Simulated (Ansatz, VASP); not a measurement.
## Na in VASP and in Ansatz

```xyz
2
Lattice="0.0000 6.3349 1.9735 2.9836 0.0000 1.9735 2.9836 6.3349 0.0000" Properties=species:S:1:pos:R:3 pbc="T T T"
Na    2.9836    1.6818    1.9735
Na    2.9836   10.9879    1.9735
```

Alike in both runs: functional PBE; k mesh 6 × 6 × 6; occupations gaussian, width 0.1 eV; no spin polarisation.

Ansatz relaxed the structure, and its values are those at the end. VASP's run is a single point on that final structure, the one shown.

|  | VASP | Ansatz |
| --- | --- | --- |
| version | VASP 6.6.1 | Ansatz 0.2.0 |
| potentials or method | VASP PAW PBE potentials, release 64 (Na_pv), cutoff 520 eV | scalar-relativistic, plane waves, PAW |
| valence electrons in the cell | 14 | 18 |

```tsv
	VASP	Ansatz	Ansatz less VASP
gap on the k mesh at the Fermi level (eV)	none	none	-
pressure (GPa)	0.2	0.2	0.00
```

A gap of «none» marks a metal or a gap that the smearing closes. VASP's potentials hold 14 valence electrons a cell and Ansatz's 18, so a difference there can come from the potentials and not from the codes.
